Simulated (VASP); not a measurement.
# LiF (R-3m) in VASP: a series of runs

Runs on LiF. Level: PBE. Tasks: single point.

Everything below comes from runs of VASP 6.6.1. Logs are shortened: lines on timing, memory, paths and dates and some standing lists are left out, and cuts for length are marked.

### Step 1. The cell of the first run

It takes space group R-3m (No. 166, trigonal). The conventional cell has a = 2.821 Å, b = 2.821 Å, c = 7.014 Å, α = 90.00°, β = 90.00°, γ = 120.00°. Within 2.7 Å of Li (site symmetry -3m) lie 6 F at 2.00 Å. Within 2.7 Å of F (site symmetry -3m) lie 6 Li at 2.00 Å.

### Step 2. Single point, PBE (strain along [111] +1.5%)

The input, INCAR:

```
SYSTEM = LiF
  ALGO = Normal
  EDIFF = 1E-6
  ENCUT = 750
  GGA = PE
  GGA_COMPAT = .False.
  ISIF = 2
  ISMEAR = -1
  LASPH = .True.
  LCHARG = .False.
  LREAL = .False.
  LWAVE = .False.
  NBANDS = 12
  NELM = 120
  PREC = Accurate
  SIGMA = 0.02
```

The input, KPOINTS:

```
k-points
0
Gamma
  10 10 10
  0 0 0
```

The input, POSCAR:

```
LiF
1.0
    0.0199487174      2.0148204567      2.0148204567
    2.0148204567      0.0199487174      2.0148204567
    2.0148204567      2.0148204567      0.0199487174
Li F
1 1
Direct
    0.0000000000      0.0000000000      0.0000000000
    0.5000000000      0.5000000000      0.5000000000
```

Potentials or basis: VASP PAW PBE potentials, release 64 (Li_sv, F).

Started as:

```
cat potpaw_PBE.64/Li_sv/POTCAR potpaw_PBE.64/F/POTCAR > POTCAR
mpirun -np 1 vasp_std > vasp.out
```

OUTCAR:

```text
SYSTEM = LiF
   EDIFF = 1E-6
   ENCUT = 750
   GGA = PE
   ISIF = 2
   ISMEAR = -1
   LASPH = .True.
   LREAL = .False.
   NELM = 120
   PREC = Accurate

 ion  position               nearest neighbor table
   1  0.000  0.000  0.000-   2 2.00   2 2.00   2 2.00   2 2.00   2 2.00   2 2.00
   2  0.500  0.500  0.500-   1 2.00   1 2.00   1 2.00   1 2.00   1 2.00   1 2.00

  LATTYP: Found a trigonal (rhomboedric) cell.
 ALAT       =     2.8494562458
 COS(alpha) =     0.5098759986

  Lattice vectors:

 A1 = (   0.0199487174,   2.0148204567,   2.0148204567)
 A2 = (   2.0148204567,   0.0199487174,   2.0148204567)
 A3 = (   2.0148204567,   2.0148204567,   0.0199487174)

Analysis of symmetry for initial positions (statically):
=====================================================================
 Subroutine PRICEL returns:
 Original cell was already a primitive cell.

 Routine SETGRP: Setting up the symmetry group for a
 trigonal (rhombohedral) supercell.

 Subroutine GETGRP returns: Found 12 space group operations
 (whereof 12 operations were pure point group operations)
 out of a pool of 12 trial point group operations.

The static configuration has the point symmetry D_3d.

Analysis of symmetry for dynamics (positions and initial velocities):
=====================================================================
 Subroutine PRICEL returns:
 Original cell was already a primitive cell.

 Routine SETGRP: Setting up the symmetry group for a
 trigonal (rhombohedral) supercell.

 Subroutine GETGRP returns: Found 12 space group operations
 (whereof 12 operations were pure point group operations)
 out of a pool of 12 trial point group operations.

The dynamic configuration has the point symmetry D_3d.

 Subroutine INISYM returns: Found 12 space group operations
 (whereof 12 operations are pure point group operations),
 and found     1 'primitive' translations

----------------------------------------------------------------------------------------

                                     Primitive cell

  volume of cell :      16.1154

  direct lattice vectors                    reciprocal lattice vectors
     0.019948717  2.014820457  2.014820457    -0.251877374  0.249407987  0.249407987
     2.014820457  0.019948717  2.014820457     0.249407987 -0.251877374  0.249407987
     2.014820457  2.014820457  0.019948717     0.249407987  0.249407987 -0.251877374

  length of vectors
     2.849456246  2.849456246  2.849456246     0.433417697  0.433417697  0.433417697

  position of ions in fractional coordinates (direct lattice)
     0.000000000  0.000000000  0.000000000
     0.500000000  0.500000000  0.500000000

  ion indices of the primitive-cell ions
   primitive index   ion index
                 1           1
                 2           2

----------------------------------------------------------------------------------------

 KPOINTS: k-points

Automatic generation of k-mesh.
 Grid dimensions read from file:
 generate k-points for:   10   10   10

 Generating k-lattice:

  Cartesian coordinates                     Fractional coordinates (reciprocal lattice)
    -0.025187737  0.024940799  0.024940799     0.100000000 -0.000000000 -0.000000000
     0.024940799 -0.025187737  0.024940799    -0.000000000  0.100000000 -0.000000000
     0.024940799  0.024940799 -0.025187737    -0.000000000 -0.000000000  0.100000000

  Length of vectors
     0.043341770  0.043341770  0.043341770

  Shift w.r.t. Gamma in fractional coordinates (k-lattice)
     0.000000000  0.000000000  0.000000000

 Subroutine IBZKPT returns following result:
 ===========================================

 Found    116 irreducible k-points:

 Following reciprocal coordinates:
            Coordinates               Weight
  0.000000  0.000000  0.000000      1.000000
  0.100000  0.000000 -0.000000      6.000000
  0.200000  0.000000 -0.000000      6.000000
  0.300000 -0.000000 -0.000000      6.000000
  0.400000  0.000000 -0.000000      6.000000
  0.500000  0.000000  0.000000      3.000000
[... 16 lines left out ...]
  0.300000  0.300000  0.000000      6.000000
  0.400000  0.300000 -0.000000     12.000000
 [... further k-points ...]
   k-points           NKPTS =    116   k-points in BZ     NKDIM =    116   number of bands    NBANDS=     12
   number of dos      NEDOS =    301   number of ions     NIONS =      2
   total plane-waves  NPLWV =  21952
   dimension x,y,z NGX =    28 NGY =   28 NGZ =   28
   dimension x,y,z NGXF=    56 NGYF=   56 NGZF=   56
   ions per type =               1   1
   NGX,Y,Z   is equivalent  to a cutoff of  16.34, 16.34, 16.34 a.u.
   NGXF,Y,Z  is equivalent  to a cutoff of  32.67, 32.67, 32.67 a.u.
 SYSTEM =  LiF
   PREC   = accura    normal or accurate (medium, high low for compatibility)
   ISTART =      0    job   : 0-new  1-cont  2-samecut
   ICHARG =      2    charge: 1-file 2-atom 10-const
   ISPIN  =      1    spin polarized calculation?
   LNONCOLLINEAR =      F non collinear calculations
   LSORBIT =      F    spin-orbit coupling
   LASPH  =      T    aspherical Exc in radial PAW
   ENCUT  =  750.0 eV  55.12 Ry    7.42 a.u.   6.36  6.36  6.36*2*pi/ulx,y,z
   NELM   =    120;   NELMIN=  2; NELMDL= -5     # of ELM steps
   EDIFF  = 0.1E-05   stopping-criterion for ELM
   LREAL  =      F    real-space projection
   EDIFFG = 0.1E-04   stopping-criterion for IOM
   NSW    =      0    number of steps for IOM
   IBRION =     -1    ionic relax: 0-MD 1-quasi-New 2-CG
   NFREE  =      0    steps in history (QN), initial steepest desc. (CG)
   ISIF   =      2    stress and relaxation
   ISYM   =      2    0-nonsym 1-usesym 2-fastsym
   POTIM  = 0.5000    time-step for ionic-motion
   TEBEG  =    0.0;   TEEND  =   0.0 temperature during run
   PSTRESS=    0.0 pullay stress
   NELECT =      10.0000    total number of electrons
   NUPDOWN=      -1.0000    fix difference up-down
   EMIN   =  10.00;   EMAX   =-10.00  energy-range for DOS
   EFERMI =   0.00;   METHOD = LEGACY
   ISMEAR =    -1;   SIGMA  =   0.02  broadening in eV -4-tet -1-fermi 0-gaus
   EFERMI_NEDOS =   21; number of points for ismear=-14 and -15
   IALGO  =     38    algorithm
   IMIX   =      4    mixing-type and parameters
     AMIX     =   0.40;   BMIX     =  1.00
     AMIX_MAG =   1.60;   BMIX_MAG =  1.00
  volume/ion in A,a.u.               =       8.06        54.38
  Fermi-wavevector in a.u.,A,eV,Ry     =   1.396351  2.638720 26.528575  1.949795
  Thomas-Fermi vector in A             =   2.519713
   LORBIT       =      0    0 simple, 1 ext, 2 COOP (PROOUT), +10 PAW based schemes
   GGA     = PE    functional components
   LHFCALC =     F    Hartree Fock is set to
   AEXX    =    0.0000 exact exchange contribution
   IVDW    =     0    specifies the selected vdW correction
   LEPSILON=     F    determine dielectric tensor
   LRPA    =     F    only Hartree local field effects (RPA)
 non-spin polarized calculation
  energy-cutoff  :      750.00
  volume of cell :       16.12
 maximum number of plane-waves:       767
 NGX is ok and might be reduce to    28
   NGX = 13   NGY = 13   NGZ = 13

 number of electron      10.0000003 magnetization

 Free energy of the ion-electron system (eV)
  ---------------------------------------------------
  ext. energy  EPLUGINS =         0.00000000
  ---------------------------------------------------
  free energy    TOTEN  =        -9.63821854 eV

  energy without entropy =       -9.63821854  energy(sigma->0) =       -9.63821854

 E-fermi :  -0.3717     XC(G=0): -10.0517

 val. band max:       -0.9166339437   @ k =   0.0000   0.0000   0.0000
 cond. band min:       8.2551749627   @ k =   0.0000   0.0000   0.0000
 fundamental gap:      9.1718089063
 Fermi energy:        -0.3717296964

 k-point     1 :       0.0000    0.0000    0.0000
  band No.  band energies     occupation
      1     -41.8214      2.00000
      2     -20.9547      2.00000
      3      -0.9996      2.00000
      4      -0.9166      2.00000
      5      -0.9166      2.00000
      6       8.2552      0.00000
      7      23.0784      0.00000
      8      23.1909      0.00000
      9      23.2701      0.00000
     10      23.2701      0.00000
     11      23.6918      0.00000
     12      23.6918      0.00000

 k-point     2 :       0.1000    0.0000   -0.0000
  band No.  band energies     occupation
      1     -41.8154      2.00000
      2     -20.9142      2.00000
      3      -1.2223      2.00000
      4      -1.0108      2.00000
      5      -0.9420      2.00000
      6       8.5481      0.00000
      7      20.5462      0.00000
      8      21.7849      0.00000
      9      21.9931      0.00000
     10      24.3389      0.00000
     11      24.6456      0.00000
     12      24.7494      0.00000

 k-point     3 :       0.2000    0.0000   -0.0000
  band No.  band energies     occupation
      1     -41.7997      2.00000
      2     -20.8053      2.00000
      3      -1.9254      2.00000
      4      -1.0708      2.00000
      5      -1.0071      2.00000
      6       9.1949      0.00000
      7      18.0475      0.00000
      8      20.2847      0.00000
      9      20.4614      0.00000
     10      25.5489      0.00000
     11      25.7451      0.00000
     12      26.1304      0.00000
[... 286 lines left out ...]
 k-point    23 :       0.3000    0.3000    0.0000
  band No.  band energies     occupation
      1     -41.7693      2.00000
      2     -20.5252      2.00000
      3      -2.8794      2.00000
      4      -1.6597      2.00000
      5      -1.5801      2.00000
      6      11.4376      0.00000
      7      17.0649      0.00000
      8      18.2394      0.00000
      9      19.5329      0.00000
     10      19.7196      0.00000
     11      33.8172      0.00000
     12      33.8704      0.00000

 k-point    24 :       0.4000    0.3000   -0.0000
  band No.  band energies     occupation
      1     -41.7578      2.00000
      2     -20.4106      2.00000
      3      -3.3015      2.00000
      4      -1.7996      2.00000
      5      -1.7601      2.00000
      6      12.2573      0.00000
      7      15.9292      0.00000
      8      17.7509      0.00000
      9      19.2800      0.00000
     10      20.5268      0.00000
     11      33.2861      0.00000
     12      34.1713      0.00000

 [... further k-points ...]

------------------------ aborting loop because EDIFF is reached ----------------------------------------

  FORCE on cell =-STRESS in cart. coord.  units (eV):
  Direction    XX          YY          ZZ          XY          YZ          ZX
  --------------------------------------------------------------------------------------
  -------------------------------------------------------------------------------------
  Total        0.2461287      0.2461287      0.2461287     -0.0651506     -0.0651506     -0.0651506
  in kB       24.4698793     24.4698793     24.4698793     -6.4772074     -6.4772074     -6.4772074
  external PRESSURE =      24.4698793 kB  Pullay stress =       0.0000000 kB

 VOLUME and BASIS-vectors are now :
 -----------------------------------------------------------------------------
  energy-cutoff  :      750.00
  volume of cell :       16.12
      direct lattice vectors                 reciprocal lattice vectors
     0.019948717  2.014820457  2.014820457    -0.251877374  0.249407987  0.249407987
     2.014820457  0.019948717  2.014820457     0.249407987 -0.251877374  0.249407987
     2.014820457  2.014820457  0.019948717     0.249407987  0.249407987 -0.251877374

 POSITION                                       TOTAL-FORCE (eV/Angst)
 -----------------------------------------------------------------------------------
      0.00000      0.00000      0.00000         0.000000     -0.000000      0.000000
      2.02479      2.02479      2.02479        -0.000000      0.000000     -0.000000
 -----------------------------------------------------------------------------------
    total drift:                                0.000000      0.000000      0.000000

  FREE ENERGIE OF THE ION-ELECTRON SYSTEM (eV)
  ---------------------------------------------------
  free  energy   TOTEN  =        -9.6382185386 eV

  energy  without entropy=       -9.6382185386  energy(sigma->0) =       -9.63821854
```

Run time: 18 s. Hardware: 1 thread of AMD EPYC 9R45 (Zen 5), shared host; peak memory 0.14 GiB.

Results:

```yaml
Free_energy: -9.6382 eV
Pressure: 2.4 GPa
Band_gap_on_the_k_mesh: 9.17 eV
```

Levels at points of the mesh, in eV from the valence-band top:
```
           k point  band 2  band 3  band 4  band 5  band 6  band 7  band 8  band 9
(0.00, 0.00, 0.00)  -20.04   -0.08    0.00    0.00    9.17   23.99   24.11   24.19
(0.50, 0.00, 0.00)  -19.58   -2.59   -0.30   -0.25   10.80   16.92   18.84   19.01
(0.50, 0.50, 0.00)  -19.32   -3.09   -1.09   -1.00   14.91   16.51   17.58   20.28
(0.50, 0.50, 0.50)  -19.62   -2.60   -0.22   -0.22   10.88   16.70   19.18   19.18
```

Caveat: the cell differs from its parent crystal (strain along [111] +1.5%). A k mesh can miss the band edges.

### Step 3. Single point, PBE (epitaxial 111 strain +1.0%)

The input, INCAR:

```
SYSTEM = LiF
PREC     = Accurate       ! precision mode
ENCUT    = 750            ! plane-wave cutoff, eV
EDIFF    = 1E-6           ! SCF threshold, eV
ISMEAR   = -1             ! smearing method
SIGMA    = 0.02           ! smearing width, eV
LREAL    = .False.        ! projectors in reciprocal space
LASPH    = .True.         ! aspherical terms in the spheres
NELM     = 120            ! most SCF steps
ALGO     = Normal         ! electronic algorithm
ISIF     = 2              ! what is computed and relaxed
LWAVE    = .False.        ! write WAVECAR
LCHARG   = .False.        ! write CHGCAR
GGA      = PE             ! functional
NBANDS   = 12             ! bands
GGA_COMPAT= .False.
```

The input, KPOINTS:

```
Automatic mesh
0
Gamma
  10 10 10
  0 0 0
```

The input, POSCAR:

```
LiF
1.0
   -0.0179035560      1.9969169007      1.9969169007
    1.9969169007     -0.0179035560      1.9969169007
    1.9969169007      1.9969169007     -0.0179035560
Li F
1 1
Direct
    0.0000000000      0.0000000000      0.0000000000
    0.5000000000      0.5000000000      0.5000000000
```

Potentials or basis: VASP PAW PBE potentials, release 64 (Li_sv, F).

Started as:

```
cat potpaw_PBE.64/Li_sv/POTCAR potpaw_PBE.64/F/POTCAR > POTCAR
mpirun -np 1 vasp_std > vasp.out
```

It took 18 s on 1 thread of AMD EPYC 9R45 (Zen 5), shared host; peak memory 0.14 GiB.

It converged, with:

```yaml
Free_energy: -9.6389 eV
Pressure: 2.3 GPa
Band_gap_on_the_k_mesh: 9.14 eV
```

Stress tensor (GPa, compression positive):
```
2.32 0.56 0.56
0.56 2.32 0.56
0.56 0.56 2.32
```

Levels at points of the mesh, in eV from the valence-band top:
| k point | band 1 | band 2 | band 3 | band 4 | band 5 | band 6 | band 7 | band 8 | band 9 | band 10 |
| --- | --- | --- | --- | --- | --- | --- | --- | --- | --- | --- |
| (0.00, 0.00, 0.00) | -40.93 | -20.05 | -0.07 | -0.07 | 0.00 | 9.14 | 24.03 | 24.03 | 24.18 | 24.25 |
| (0.50, 0.00, 0.00) | -40.87 | -19.62 | -2.61 | -0.29 | -0.25 | 10.81 | 16.77 | 18.93 | 19.09 | 30.55 |
| (0.50, 0.50, 0.00) | -40.85 | -19.33 | -3.10 | -1.10 | -1.02 | 14.87 | 16.48 | 17.54 | 20.25 | 20.42 |
| (0.50, 0.50, 0.50) | -40.86 | -19.59 | -2.59 | -0.32 | -0.32 | 10.74 | 16.97 | 18.78 | 18.78 | 30.41 |

Caveat: the cell differs from its parent crystal (epitaxial 111 strain +1.0%). A k mesh can miss the band edges.
